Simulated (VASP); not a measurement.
Runs of VASP 6.6.1 on ZnS. The structure is that of space group P6_3mc (No. 186), or close to it. The cells are those of the table. 

```csv
cell,gap on the mesh (eV),pressure (GPa),largest force (eV/Å)
"a = 3.811, b = 3.799, c = 6.234 Å, angles 90.0, 90.0, 119.7°, 4 atoms",2.25,2.5,0.33
"a = 3.811, b = 3.844, c = 6.234 Å, angles 90.0, 90.0, 120.9°, 4 atoms",(a),2.5,0.36
"a = 3.811, b = 3.786, c = 6.234 Å, angles 90.0, 90.0, 119.4°, 4 atoms",2.23,2.5,0.34
"a = 3.811, b = 3.782, c = 6.234 Å, angles 90.0, 90.0, 119.2°, 4 atoms",2.23,2.5,0.35
```

Alike in all rows: task single point; level PBE; potentials or basis VASP PAW PBE potentials, release 64 (Zn, S); no spin polarisation; k mesh 12 × 12 × 6; cutoff (eV) 520; smearing gaussian 0.05 eV.

Problem. Estimate the missing entries.

Solution. (a) 2.22.

A k mesh can miss the band edges.
